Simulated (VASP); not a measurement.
## MgO (CsCl type): single point with PBE

The system is MgO (CsCl type).

```xyz
2
Lattice="2.1678 0.0000 0.0000 0.0000 2.1678 0.0000 0.0000 0.0000 2.1678" Properties=species:S:1:pos:R:3 pbc="T T T"
Mg    0.0000    0.0000    0.0000
O     1.0839    1.0839    1.0839
```

This cell differs from its parent crystal: volume scaled by 1.1.

```json
{"Program": "VASP 6.6.1", "Task": "single point", "Functional": "PBE", "Potentials or basis": "VASP PAW PBE potentials, release 64 (Mg, O)", "Cutoff": "600 eV", "k mesh": "12 × 12 × 12", "Occupations": "gaussian, width 0.01 eV", "Spin": "no spin polarisation", "Dipole correction": "no", "Further INCAR settings": "ALGO = Normal; EDIFF = 1e-06; NBANDS = 11"}
```

* Pressure: 300.8 GPa
* Band gap on the k mesh: 7.14 eV, direct

Levels at points of the mesh, in eV from the valence-band top:
```tsv
k point	band 2	band 3	band 4	band 5	band 6	band 7
(0.00, 0.00, 0.00)	-1.81	-1.81	-1.81	10.84	10.84	10.85
(0.50, 0.00, 0.00)	-11.04	-1.28	-1.28	14.08	17.50	17.65
(0.50, 0.50, 0.00)	-8.31	-8.31	0.00	7.14	19.03	20.23
(0.50, 0.50, 0.50)	-7.50	-7.50	-7.50	10.60	10.60	10.60
```

Run time: 8.4 s on 1 thread of Intel(R) Xeon(R) Platinum 8488C (Sapphire Rapids), on a shared host, peak memory 0.13 GiB.

 A k mesh can miss the band edges.
